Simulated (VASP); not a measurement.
**RbGeBr2: single point with PBE**

Crystal: RbGeBr2.

```
Rb Ge Br
1.0
     4.10238    0.00000    0.00000
    -2.05119    3.55276    0.00000
     0.00000    0.00000    8.94490
Rb Ge Br
1 1 2
Direct
  0.00000 0.00000 0.00000
  0.00000 0.00000 0.50000
  0.33333 0.66667 0.26540
  0.33333 0.66667 0.73460
```

```json
{
  "Program": "VASP 6.6.1",
  "Task": "single point",
  "Functional": "PBE",
  "Potentials or basis": "VASP PAW PBE potentials, release 64 (Rb_sv, Ge_d, Br)",
  "Cutoff": "520 eV",
  "k mesh": "6 × 6 × 2",
  "Occupations": "gaussian, width 0.1 eV",
  "Spin": "no spin polarisation"
}
```

```yaml
Pressure: 0.1 GPa
Largest_force: 0.008 eV/Å
Band_gap_on_the_k_mesh: zero (an odd number of electrons rules out a gap without spin polarisation)
```

Forces on the atoms (eV/Å):
```
Rb   0.000  0.000  0.000
Ge   0.000  0.000  0.000
Br   0.000  0.000 -0.008
Br   0.000  0.000  0.008
```

Stress tensor (GPa, compression positive):
```
-0.07  0.00  0.00
 0.00 -0.07  0.00
 0.00  0.00  0.38
```

Levels at points of the mesh, in eV from the Fermi level:
```csv
k point,band 14,band 15,band 16,band 17,band 18,band 19,band 20,band 21,band 22,band 23
"(0.00, 0.00, 0.00)",-3.64,-3.13,-3.13,-2.98,-2.98,0.59,1.52,1.52,1.81,3.57
"(0.50, 0.00, 0.00)",-4.84,-3.67,-3.65,-3.60,-3.40,-0.31,0.85,1.26,2.59,4.53
"(0.00, 0.00, 0.50)",-3.13,-3.13,-2.97,-2.97,-2.97,0.02,1.55,1.55,2.22,4.49
"(0.50, 0.00, 0.50)",-4.81,-3.77,-3.70,-3.67,-3.29,-0.04,0.84,1.20,2.91,4.66
```

Wall time 40 s on 1 thread of AMD EPYC 9R45 96-Core Processor (Zen 5), on a shared host, peak memory 0.23 GiB.

Caveat: an odd number of electrons without spin polarisation forces a metal; a magnetic or distorted state may lie lower.
